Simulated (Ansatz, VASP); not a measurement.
## Two plane-wave programs on W

INCAR

```
SYSTEM = W
PREC = Accurate ; ENCUT = 520
EDIFF = 1E-6 ; ISMEAR = 0
SIGMA = 0.15 ; LREAL = .FALSE.
LASPH = .TRUE. ; NELM = 100
ALGO = Normal ; ISIF = 2
LWAVE = .FALSE. ; LCHARG = .TRUE.
GGA = PE ; LELF = .TRUE.
LVHAR = .TRUE. ; NBANDS = 13
```

Contents of KPOINTS:

```
Automatic mesh
0
G
  20 20 20
  0 0 0
```

The input POSCAR:

```
W
1.0
   -1.5973000000      1.5973000000      1.4695160000
    1.5973000000     -1.5973000000      1.4695160000
    1.5973000000      1.5973000000     -1.4695160000
W
1
Direct
    0.0000000000      0.0000000000      0.0000000000
```

Input for Ansatz:

```yaml
crystal:
  lattice:
    - [-1.5973, 1.5973, 1.469516]
    - [1.5973, -1.5973, 1.469516]
    - [1.5973, 1.5973, -1.469516]
  atoms:
    - { symbol: W, position: [0.0, 0.0, 0.0] }
basis:
  ecutwfc: 420
kpoints:
  mp_grid: { grid: [20, 20, 20] }
hamiltonian:
  xc: pbe
scf:
  occupations: { method: gaussian, width: 0.15 }
output:
  forces: true
  stress: true
  eigenvalues: true
```

Change from the starting cell: strain +0.000 along x and y, -0.080 along z, atoms carried along.

Alike in both runs: task single point; functional PBE; k mesh 20 × 20 × 20; occupations gaussian, width 0.15 eV; no spin polarisation.

|  | VASP | Ansatz |
| --- | --- | --- |
| version | VASP 6.6.1 | Ansatz 0.2.0 |
| potentials or method | VASP PAW PBE potentials, release 64 (W_sv), cutoff 520 eV | scalar-relativistic, plane waves, PAW |
| valence electrons in the cell | 14 | 14 |

```tsv
	VASP	Ansatz	Ansatz less VASP
gap on the k mesh at the Fermi level (eV)	none	none	-
pressure (GPa)	27.9	27.0	-0.86
traceless stress, the component that is largest in VASP (GPa)	21.44	21.44	-0.001
```

A gap of «none» marks a metal or a gap that the smearing closes.

Neither program's run includes spin-orbit coupling.
